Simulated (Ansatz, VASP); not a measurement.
# Two plane-wave programs on MgO

```
Mg O
1.0
     0.00000    2.10800    2.10800
     2.10800    0.00000    2.10800
     2.10800    2.10800    0.00000
Mg O
1 1
Direct
  0.00000 0.00000 0.00000
  0.50000 0.50000 0.50000
```

Alike in both runs: task single point; functional PBE; k mesh 9 × 9 × 9; occupations gaussian, width 0.1 eV; no spin polarisation.

|  | VASP | Ansatz |
| --- | --- | --- |
| version | VASP 6.6.1 | Ansatz 0.2.0 |
| potentials or method | VASP PAW PBE potentials, release 64 (Mg_sv, O), cutoff 840 eV | PAW, plane waves, scalar-relativistic |
| valence electrons in the cell | 16 | 16 |

Ansatz gave:

* gap on the k mesh at the Fermi level (eV): 4.72
* pressure (GPa): 4.2

Estimate VASP's values.

gap on the k mesh at the Fermi level (eV): 4.71; pressure (GPa): 4.3.
